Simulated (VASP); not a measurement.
Input of a VASP 6.6.1 run:

Contents of INCAR:

```
SYSTEM = KP3
PREC = Accurate ; ENCUT = 520
EDIFF = 1E-7 ; ISMEAR = 0
SIGMA = 0.1 ; LREAL = .False.
LASPH = .True. ; NELM = 100
ALGO = Normal ; ISIF = 2
LWAVE = .False. ; LCHARG = .True.
GGA = PE ; LELF = .True.
LVHAR = .True. ; NBANDS = 34
```

The input KPOINTS:

```
regular mesh
0
Gamma
  3 3 3
  0 0 0
```

Contents of POSCAR:

```
KP3
1.0
    4.1124741161      2.3743380380      4.6986843522
   -4.1124741161      2.3743380380      4.6986843522
    0.0000000000     -4.7486760760      4.6986843522
K P
2 6
Direct
    0.2605425790      0.2605425790      0.2605425790
    0.7394574210      0.7394574210      0.7394574210
    0.8315055419      0.1924810306      0.8315055419
    0.8315055419      0.8315055419      0.1924810306
    0.1924810306      0.8315055419      0.8315055419
    0.1684944581      0.8075189694      0.1684944581
    0.8075189694      0.1684944581      0.1684944581
    0.1684944581      0.1684944581      0.8075189694
```

Potentials or basis: VASP PAW PBE potentials, release 64 (K_sv, P).

Launch:

```console
$ cat potpaw_PBE.64/K_sv/POTCAR potpaw_PBE.64/P/POTCAR > POTCAR
$ mpirun -np 1 vasp_std > vasp.out
```

**Question.** What does it give for the pressure?

**Answer.** -0.2 GPa.

**Question.** Predict the largest force.

**Answer.** 0.084 eV/Å.

**Question.** Predict the band gap on the k mesh.

**Answer.** 1.02 eV (least direct gap 1.07 eV).

Forces on the atoms (eV/Å):
```
K    0.000  0.000 -0.012
K    0.000  0.000  0.012
P    0.048 -0.028  0.063
P    0.000  0.055  0.063
P   -0.048 -0.028  0.063
P   -0.048  0.028 -0.063
P    0.048  0.028 -0.063
P    0.000 -0.055 -0.063
```

Caveat: an odd mesh through Γ misses points on the zone boundary, where band edges can lie.
